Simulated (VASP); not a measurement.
Wanted: the native input for a VASP 6.6.1 run.

| Item | Value |
| --- | --- |
| Task | single point |
| Functional | PBE |
| Dispersion | D3(BJ) |
| Potentials or basis | VASP PAW PBE potentials, release 64 (Al, O) |
| Cutoff | 520 eV |
| k mesh | 3 × 3 × 1 |
| Occupations | fermi-dirac, width 0.15 eV |
| Spin | no spin polarisation |
| Dipole correction | no |
| Further INCAR settings | ALGO = Normal; EDIFF = 1e-06; NBANDS = 41; NELMDL = -8 |

The structure of Al16O lies in POSCAR:

```
Al16O
1.0
    5.7275650000      0.0000000000      0.0000000000
    0.0000000000      5.7275650000      0.0000000000
    0.0000000000      0.0000000000     17.0750000000
Al O
16 1
Direct
    0.2499999564      0.2499999564      0.0585652123
    0.7500000436      0.2499999564      0.0585652123
    0.2499999564      0.7500000436      0.0585652123
    0.7500000436      0.7500000436      0.0585652123
   -0.0018699046      0.0003799171      0.1752846266
    0.5017891547     -0.0029015821      0.1748996193
   -0.0050834866      0.5026705066      0.1737007906
    0.4963577017      0.4982152101      0.1739516837
    0.2429117784      0.2478524469      0.2877753441
    0.7499003503      0.2591823925      0.2965102196
    0.2320383968      0.7404015493      0.2981265593
    0.7356347767      0.7480992359      0.2882792972
   -0.0514761509     -0.0867171302      0.4177403221
    0.4587680803      0.0264524279      0.4037542020
    0.0473108555      0.4253107560      0.4174144070
    0.5438192321      0.5267254060      0.4180484334
   -0.1720891862      0.6042202926      0.4655426647
```

The input as run:

INCAR

```
PREC = Accurate
ENCUT = 520
EDIFF = 1E-6
ISMEAR = -1
SIGMA = 0.15
LREAL = F
LASPH = T
NELM = 120
ALGO = Normal
ISIF = 2
LWAVE = F
LCHARG = F
GGA = PE
IVDW = 12
NBANDS = 41
GGA_COMPAT = F
NELMDL = -8
```

KPOINTS

```
Automatic mesh
0
Gamma
  3 3 1
```

Potentials or basis: VASP PAW PBE potentials, release 64 (Al, O).

Run with:

```bash
$ cat potpaw_PBE.64/Al/POTCAR potpaw_PBE.64/O/POTCAR > POTCAR
$ mpirun -np 1 vasp_std > vasp.out
```

Results of the run:

```yaml
Largest_force: 0.525 eV/Å
Dispersion_energy_per_atom: -0.233 eV
```

Caveat: the k points lie up to 0.37 Å⁻¹ apart.

It took 9.8 min on 1 thread of Intel Xeon 8259CL, on a shared host, peak memory 0.64 GiB.
